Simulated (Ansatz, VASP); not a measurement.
# One calculation of Be, two programs

File INCAR:

```
SYSTEM = Be
PREC = Accurate
ENCUT = 520
EDIFF = 1E-7
ISMEAR = -1
SIGMA = 0.05
LREAL = .FALSE.
LASPH = .TRUE.
NELM = 60
ALGO = Normal
ISIF = 2
LWAVE = .FALSE.
LCHARG = .TRUE.
GGA = PE
LELF = .TRUE.
LVHAR = .TRUE.
NBANDS = 12
```

KPOINTS

```
Automatic mesh
0
G
  9 9 14
  0 0 0
```

POSCAR

```
Be
1.0
    3.7842821400      0.0000000000      0.0000000000
    0.0000000000      3.7842821400      0.0000000000
    0.0000000000      0.0000000000      2.2812800000
Be
4
Direct
    0.2974080000      0.2974080000      0.0000000000
    0.7025920000      0.7025920000      0.0000000000
    0.2025920000      0.7974080000      0.5000000000
    0.7974080000      0.2025920000      0.5000000000
```

Input for Ansatz:

```yaml
crystal:
  lattice:
    - [3.78428214, 0.0, 0.0]
    - [0.0, 3.78428214, 0.0]
    - [0.0, 0.0, 2.28128]
  atoms:
    - { symbol: Be, position: [0.297408, 0.297408, 0.0] }
    - { symbol: Be, position: [0.702592, 0.702592, 0.0] }
    - { symbol: Be, position: [0.202592, 0.797408, 0.5] }
    - { symbol: Be, position: [0.797408, 0.202592, 0.5] }
kpoints:
  mp_grid: { grid: [9, 9, 14] }
  band_path:
    path:
      - [0.0, 0.0, 0.0]
      - [0.0, 0.5, 0.0]
      - [0.5, 0.5, 0.0]
      - [0.0, 0.0, 0.0]
      - [0.0, 0.0, 0.5]
      - [0.0, 0.5, 0.5]
      - [0.5, 0.5, 0.5]
      - [0.0, 0.0, 0.5]
      - [0.0, 0.5, 0.0]
    npoints: 5
scf:
  occupations: { method: fermi_dirac, width: 0.05 }
hamiltonian:
  xc: pbe
  pseudopotentials: { kind: all_electron, lapw: { basis_error: 0.001 } }
output:
  forces: true
  stress: true
  eigenvalues: true
```

Change from the starting cell: equal xx and yy strain of +1 %.

Alike in both runs: task single point; functional PBE; k mesh 9 × 9 × 14; occupations fermi-dirac, width 0.05 eV; no spin polarisation.

|  | VASP | Ansatz |
| --- | --- | --- |
| version | VASP 6.6.1 | Ansatz 0.2.0 |
| potentials or method | VASP PAW PBE potentials, release 64 (Be), cutoff 520 eV | all-electron LAPW, scalar-relativistic |

Ansatz gave:

| Quantity | Value |
| --- | --- |
| pressure (GPa) | -2.2 |
| traceless stress, the component that is largest in VASP (GPa) | -0.52 |
| rms of the force components (eV/Å) | 0.034 |

Q: What did VASP give for the same quantities?

A: Pressure (GPa): -2.1; traceless stress, the component that is largest in VASP (GPa): -0.52; rms of the force components (eV/Å): 0.033.

Atom by atom the forces differ by 0.001 eV/Å (rms over components). Ansatz ran all-electron here, and VASP with PAW potentials.
